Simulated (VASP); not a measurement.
# Ag (P6_3/mmc) in VASP: notebook, part 2 of 2

VASP 6.6.1. Earlier steps stand in the parts before.

## (3) Relaxation of cell and atoms, PBE

This run uses another cell than the first one, of 17.89 Å³/atom.

Input file INCAR:

```
ALGO = Fast ; EDIFF = 1E-7
EDIFFG = -0.001 ; ENCUT = 600
GGA = PE ; IBRION = 2
ISIF = 3 ; ISMEAR = -1
LASPH = T ; LCHARG = F
LREAL = F ; LWAVE = F
NELM = 100 ; NSW = 80
PREC = Accurate ; SIGMA = 0.15
```

Input file KPOINTS:

```
k-points
0
Gamma
  18 18 10
```

Input file POSCAR:

```
Ag
1.0
    2.9341770162      0.0000000000      0.0000000000
   -1.4670885081      2.5410718352      0.0000000000
    0.0000000000      0.0000000000      4.7990779220
Ag
2
Direct
    0.3333333333      0.6666666667      0.2500000000
    0.6666666667      0.3333333333      0.7500000000
```

Potentials or basis: VASP PAW PBE potentials, release 64 (Ag).

Command:

```sh
$ cat potpaw_PBE.64/Ag/POTCAR > POTCAR
$ mpirun -np 1 vasp_std > vasp.out
```

OUTCAR:

```text
EDIFF = 1E-7
   EDIFFG = -0.001
   ENCUT = 600
   GGA = PE
   IBRION = 2
   ISIF = 3
   ISMEAR = -1
   LASPH = T
   LREAL = F
   NELM = 100
   NSW = 80
   PREC = Accurate

 ion  position               nearest neighbor table
   1  0.333  0.667  0.250-   2 2.94   2 2.94   2 2.94   2 2.94   2 2.94   2 2.94
   2  0.667  0.333  0.750-   1 2.94   1 2.94   1 2.94   1 2.94   1 2.94   1 2.94

  LATTYP: Found a hexagonal cell.
 ALAT       =     2.9341770162
 C/A-ratio  =     1.6355788678

  Lattice vectors:

 A1 = (   2.9341770162,   0.0000000000,   0.0000000000)
 A2 = (  -1.4670885081,   2.5410718352,   0.0000000000)
 A3 = (   0.0000000000,   0.0000000000,   4.7990779220)

Analysis of symmetry for initial positions (statically):
=====================================================================
 Subroutine PRICEL returns:
 Original cell was already a primitive cell.

 Routine SETGRP: Setting up the symmetry group for a
 hexagonal supercell.

 Subroutine GETGRP returns: Found 24 space group operations
 (whereof 12 operations were pure point group operations)
 out of a pool of 24 trial point group operations.

The static configuration has the point symmetry D_3d.
 The point group associated with its full space group is D_6h.

Analysis of symmetry for dynamics (positions and initial velocities):
=====================================================================
 Subroutine PRICEL returns:
 Original cell was already a primitive cell.

 Routine SETGRP: Setting up the symmetry group for a
 hexagonal supercell.

 Subroutine GETGRP returns: Found 24 space group operations
 (whereof 12 operations were pure point group operations)
 out of a pool of 24 trial point group operations.

The dynamic configuration has the point symmetry D_3d.
 The point group associated with its full space group is D_6h.

 Subroutine INISYM returns: Found 24 space group operations
 (whereof 12 operations are pure point group operations),
 and found     1 'primitive' translations

----------------------------------------------------------------------------------------

                                     Primitive cell

  volume of cell :      35.7817

  direct lattice vectors                    reciprocal lattice vectors
     2.934177016  0.000000000  0.000000000     0.340811067  0.196767361  0.000000000
    -1.467088508  2.541071835  0.000000000     0.000000000  0.393534723  0.000000000
     0.000000000  0.000000000  4.799077922     0.000000000  0.000000000  0.208373362

  length of vectors
     2.934177016  2.934177016  4.799077922     0.393534723  0.393534723  0.208373362

  position of ions in fractional coordinates (direct lattice)
     0.333333333  0.666666667  0.250000000
     0.666666667  0.333333333  0.750000000

  ion indices of the primitive-cell ions
   primitive index   ion index
                 1           1
                 2           2

----------------------------------------------------------------------------------------

 KPOINTS: k-points

Automatic generation of k-mesh.
 Grid dimensions read from file:
 generate k-points for:   18   18   10

 Generating k-lattice:
[... 48 lines left out ...]
   dimension x,y,z NGXF=    48 NGYF=   48 NGZF=   80
   ions per type =               2
   NGX,Y,Z   is equivalent  to a cutoff of  13.60, 13.60, 13.86 a.u.
   NGXF,Y,Z  is equivalent  to a cutoff of  27.20, 27.20, 27.71 a.u.
 SYSTEM =  unknown system
   PREC   = accura    normal or accurate (medium, high low for compatibility)
   ISTART =      0    job   : 0-new  1-cont  2-samecut
   ICHARG =      2    charge: 1-file 2-atom 10-const
   ISPIN  =      1    spin polarized calculation?
   LNONCOLLINEAR =      F non collinear calculations
   LSORBIT =      F    spin-orbit coupling
   LASPH  =      T    aspherical Exc in radial PAW
   ENCUT  =  600.0 eV  44.10 Ry    6.64 a.u.   5.86  5.86  9.58*2*pi/ulx,y,z
   NELM   =    100;   NELMIN=  2; NELMDL= -5     # of ELM steps
   EDIFF  = 0.1E-06   stopping-criterion for ELM
   LREAL  =      F    real-space projection
   EDIFFG = -.1E-02   stopping-criterion for IOM
   NSW    =     80    number of steps for IOM
   IBRION =      2    ionic relax: 0-MD 1-quasi-New 2-CG
   NFREE  =      1    steps in history (QN), initial steepest desc. (CG)
   ISIF   =      3    stress and relaxation
   ISYM   =      2    0-nonsym 1-usesym 2-fastsym
   POTIM  = 0.5000    time-step for ionic-motion
   TEBEG  =    0.0;   TEEND  =   0.0 temperature during run
   PSTRESS=    0.0 pullay stress
   NELECT =      22.0000    total number of electrons
   NUPDOWN=      -1.0000    fix difference up-down
   EMIN   =  10.00;   EMAX   =-10.00  energy-range for DOS
   EFERMI =   0.00;   METHOD = LEGACY
   ISMEAR =    -1;   SIGMA  =   0.15  broadening in eV -4-tet -1-fermi 0-gaus
   EFERMI_NEDOS =   21; number of points for ismear=-14 and -15
   IALGO  =     68    algorithm
   IMIX   =      4    mixing-type and parameters
     AMIX     =   0.40;   BMIX     =  1.00
     AMIX_MAG =   1.60;   BMIX_MAG =  1.00
  volume/ion in A,a.u.               =      17.89       120.73
  Fermi-wavevector in a.u.,A,eV,Ry     =   1.392073  2.630637 26.366288  1.937867
  Thomas-Fermi vector in A             =   2.515851
   LORBIT       =      0    0 simple, 1 ext, 2 COOP (PROOUT), +10 PAW based schemes
   GGA     = PE    functional components
   LHFCALC =     F    Hartree Fock is set to
   AEXX    =    0.0000 exact exchange contribution
   IVDW    =     0    specifies the selected vdW correction
   LEPSILON=     F    determine dielectric tensor
   LRPA    =     F    only Hartree local field effects (RPA)
 conjugate gradient relaxation of ions
 non-spin polarized calculation
 RMM-DIIS sequential band-by-band and
  energy-cutoff  :      600.00
  volume of cell :       35.78
 maximum number of plane-waves:      1212
 NGX is ok and might be reduce to    24
   NGX = 11   NGY = 11   NGZ = 19

--------------------------------------- Ionic step        1  -------------------------------------------

 number of electron      22.0000006 magnetization

 Free energy of the ion-electron system (eV)
  ---------------------------------------------------
  ext. energy  EPLUGINS =         0.00000000
  ---------------------------------------------------
  free energy    TOTEN  =        -5.44804672 eV

  energy without entropy =       -5.40636942  energy(sigma->0) =       -5.42720807

------------------------ aborting loop because EDIFF is reached ----------------------------------------

  FORCE on cell =-STRESS in cart. coord.  units (eV):
  Direction    XX          YY          ZZ          XY          YZ          ZX
  --------------------------------------------------------------------------------------
  -------------------------------------------------------------------------------------
  Total       -0.0455694     -0.0455694      0.0186660      0.0000000      0.0000000      0.0000000
  in kB       -2.0404354     -2.0404354      0.8357981      0.0000000      0.0000000      0.0000000
  external PRESSURE =      -1.0816909 kB  Pullay stress =       0.0000000 kB
[... 275 lines left out ...]
--------------------------------------- Ionic step        9  -------------------------------------------

 number of electron      22.0000005 magnetization

 Free energy of the ion-electron system (eV)
  ---------------------------------------------------
  ext. energy  EPLUGINS =         0.00000000
  ---------------------------------------------------
  free energy    TOTEN  =        -5.44814713 eV

  energy without entropy =       -5.40637115  energy(sigma->0) =       -5.42725914

 E-fermi :   7.8177     XC(G=0): -11.9344

 val. band max:        7.8083787454   @ k =   0.1667   0.0556   0.2000
 cond. band min:       7.8205079535   @ k =   0.3333   0.0556   0.4000
 fundamental gap:      0.0121292080
 Fermi energy:         7.8176906309

 k-point     1 :       0.0000    0.0000    0.0000
  band No.  band energies     occupation
      1       0.3686      2.00000
      2       1.6812      2.00000
      3       3.1348      2.00000
      4       3.2402      2.00000
      5       3.2402      2.00000
      6       3.4550      2.00000
      7       3.4550      2.00000
      8       3.7977      2.00000
      9       3.7977      2.00000
     10       4.7172      2.00000
     11       4.7172      2.00000
     12       7.4958      1.79063
     13      11.0851      0.00000
     14      23.3564      0.00000
[... 401 lines left out ...]
      2       2.1360      2.00000
      3       2.2252      2.00000
      4       3.1406      2.00000
      5       3.4545      2.00000
      6       3.6316      2.00000
      7       3.7515      2.00000
      8       4.7086      2.00000
      9       4.8226      2.00000
     10       4.8571      2.00000
     11       7.4495      1.84180
     12      10.5392      0.00000
     13      14.2214      0.00000
     14      14.6013      0.00000
     15      16.6337      0.00000

 [... further k-points ...]
[... 5 lines left out ...]
  --------------------------------------------------------------------------------------
  -------------------------------------------------------------------------------------
  Total       -0.0002367     -0.0002367     -0.0006678      0.0000000      0.0000000      0.0000000
  in kB       -0.0106164     -0.0106164     -0.0299534      0.0000000      0.0000000      0.0000000
  external PRESSURE =      -0.0170621 kB  Pullay stress =       0.0000000 kB
[... 17 lines left out ...]
  FREE ENERGIE OF THE ION-ELECTRON SYSTEM (eV)
  ---------------------------------------------------
  free  energy   TOTEN  =        -5.4481471343 eV

  energy  without entropy=       -5.4063711491  energy(sigma->0) =       -5.42725914

 reached required accuracy - stopping structural energy minimisation
```

OSZICAR:

```text
N       E                     dE             d eps       ncg     rms          rms(c)
DAV:   1     0.131221631062E+03    0.13122E+03   -0.13045E+04  6660   0.162E+03
DAV:   2    -0.441538416339E+01   -0.13564E+03   -0.13021E+03  6919   0.312E+02
DAV:   3    -0.592066160755E+01   -0.15053E+01   -0.15025E+01  8144   0.392E+01
[... 62 lines left out ...]
       N       E                     dE             d eps       ncg     rms          rms(c)
DAV:   1    -0.544815957271E+01   -0.12833E-04   -0.32945E-04  7136   0.181E-01    0.221E-02
RMM:   2    -0.544814806188E+01    0.11511E-04   -0.26253E-05  6660   0.494E-02    0.812E-03
RMM:   3    -0.544814718903E+01    0.87285E-06   -0.12362E-06  6660   0.968E-03    0.495E-03
RMM:   4    -0.544814713428E+01    0.54746E-07   -0.45802E-07  5507   0.585E-03
   9 F= -.54481471E+01 E0= -.54272591E+01  d E =-.394129E-06
```

CONTCAR:

```text
Ag
   1.00000000000000
     2.9292610157480139    0.0000000000000000   -0.0000000000000000
    -1.4646305078740069    2.5368144539237130    0.0000000000000000
     0.0000000000000000    0.0000000000000000    4.8067494515796430
  Ag
     2
Direct
     0.3333333332999970    0.6666666667000030    0.2500000000000000
     0.6666666667000030    0.3333333332999970    0.7500000000000000

  0.00000000E+00  0.00000000E+00  0.00000000E+00
  0.00000000E+00  0.00000000E+00  0.00000000E+00
```

It took 2.6 min on 1 thread of Intel Xeon 6975P-C (Granite Rapids), shared host; peak memory 0.26 GiB.

Results:

```yaml
Free_energy: -5.4481 eV
Relaxed_volume: 17.86 Å³/atom
Relaxed_cell: a = 2.929 Å, b = 2.929 Å, c = 4.807 Å, α = 90.00°, β = 90.00°, γ = 120.00°
Space_group_after_relaxing_to_0.1_Å: P6_3/mmc (No. 194)
Energy_gained_by_relaxing: 0.1 meV/atom
Ionic_steps: 9
Pressure_after_relaxing: 0.0 GPa
Band_gap_on_the_k_mesh: zero (bands 11 and 12 overlap by 7.37 eV)
```

Step by step:
```csv
step,energy change (eV),largest force (eV/Å),pressure (GPa),volume (Å³)
1,0.0000,0.0000,-0.11,35.78
2,-0.0001,0.0000,0.02,35.72
3,-0.0001,0.0000,0.02,35.71
4,-0.0001,0.0000,0.10,35.69
5,-0.0001,0.0000,0.05,35.70
6,-0.0001,0.0000,-0.02,35.72
7,-0.0001,0.0000,0.00,35.72
8,-0.0001,0.0000,-0.01,35.72
9,-0.0001,0.0000,0.00,35.72
```

Final structure:
```cif
data_structure
_symmetry_space_group_name_H-M 'P 1'
_symmetry_Int_Tables_number 1
_cell_length_a 2.9293
_cell_length_b 2.9293
_cell_length_c 4.8067
_cell_angle_alpha 90.000
_cell_angle_beta 90.000
_cell_angle_gamma 120.000
_cell_volume 35.72
loop_
_atom_site_label
_atom_site_type_symbol
_atom_site_fract_x
_atom_site_fract_y
_atom_site_fract_z
_atom_site_occupancy
Ag1 Ag 0.33333 0.66667 0.25000 1
Ag2 Ag 0.66667 0.33333 0.75000 1
```

Levels at points of the mesh, in eV from the Fermi level:
```csv
k point,band 8,band 9,band 10,band 11,band 12,band 13,band 14,band 15
"(0.00, 0.00, 0.00)",-4.02,-4.02,-3.10,-3.10,-0.32,3.27,15.54,17.29
"(0.50, 0.00, 0.00)",-2.97,-2.94,-2.85,0.12,1.45,6.64,6.92,8.95
"(0.00, 0.00, 0.50)",-4.40,-3.39,-3.39,-3.39,-3.39,10.69,10.69,15.88
"(0.50, 0.00, 0.50)",-3.14,-2.89,-2.89,0.81,0.81,4.32,4.32,13.27
```

The gap in the log of VASP goes by the Fermi energy; the results here count the filled bands.